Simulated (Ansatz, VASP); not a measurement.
**BN: VASP beside Ansatz**

POSCAR

```
BN
1.0
    0.0000000000      1.8080000000      1.8080000000
    1.8080000000      0.0000000000      1.8080000000
    1.8080000000      1.8080000000      0.0000000000
B N
1 1
Direct
    0.0000000000      0.0000000000      0.0000000000
    0.2500000000      0.2500000000      0.2500000000
```

Contents of INCAR.step1:

```
  ALGO = Normal
  EDIFF = 1E-5
  ENCUT = 1460
  GGA = PE
  GGA_COMPAT = False
  ISMEAR = 0
  LASPH = True
  LCHARG = False
  LREAL = False
  LWAVE = True
  NBANDS = 11
  NELM = 120
  PREC = Accurate
  SIGMA = 0.1
```

File INCAR.step2:

```
  ALGO = Normal
  EDIFF = 1E-6
  ENCUT = 1460
  GGA_COMPAT = False
  ISIF = 2
  ISMEAR = 0
  ISTART = 1
  LASPH = True
  LCHARG = False
  LMIXTAU = True
  LREAL = False
  LWAVE = False
  METAGGA = R2SCAN
  NBANDS = 11
  NELM = 120
  PREC = Accurate
  SIGMA = 0.1
```

Contents of KPOINTS:

```
k-points
0
Gamma
  8 8 8
```

Input for Ansatz:

```yaml
crystal:
  lattice:
    - [0.0, 1.808, 1.808]
    - [1.808, 0.0, 1.808]
    - [1.808, 1.808, 0.0]
  atoms:
    - { symbol: B, position: [0.0, 0.0, 0.0] }
    - { symbol: "N", position: [0.25, 0.25, 0.25] }
basis:
  ecutwfc: 500
kpoints:
  mp_grid: { grid: [8, 8, 8] }
hamiltonian:
  xc: r2scan
  pseudopotentials: { kind: paw, azcp: { folder: soft_1 } }
scf:
  occupations: { method: gaussian, width: 0.1 }
output:
  forces: true
  stress: true
  eigenvalues: true
```

Alike in both runs: task single point; functional r2SCAN; k mesh 8 × 8 × 8; occupations gaussian, width 0.1 eV; no spin polarisation.

```csv
,VASP,Ansatz
version,VASP 6.6.1,Ansatz 0.2.0
potentials or method,"VASP PAW PBE potentials, release 64 (B_h, N_h), cutoff 1460 eV","scalar-relativistic, plane waves, PAW"
valence electrons in the cell,8,8
```

VASP gave:

```
gap on the k mesh at the Fermi level (eV) : 4.99
least direct gap on the mesh (eV)         : 9.55
pressure (GPa)                            : -2.5
```

Q: What did Ansatz give for the same quantities?

A: gap on the k mesh at the Fermi level (eV): 4.99; least direct gap on the mesh (eV): 9.55; pressure (GPa): -2.3.

VASP's potentials were made for PBE, not for r2SCAN.
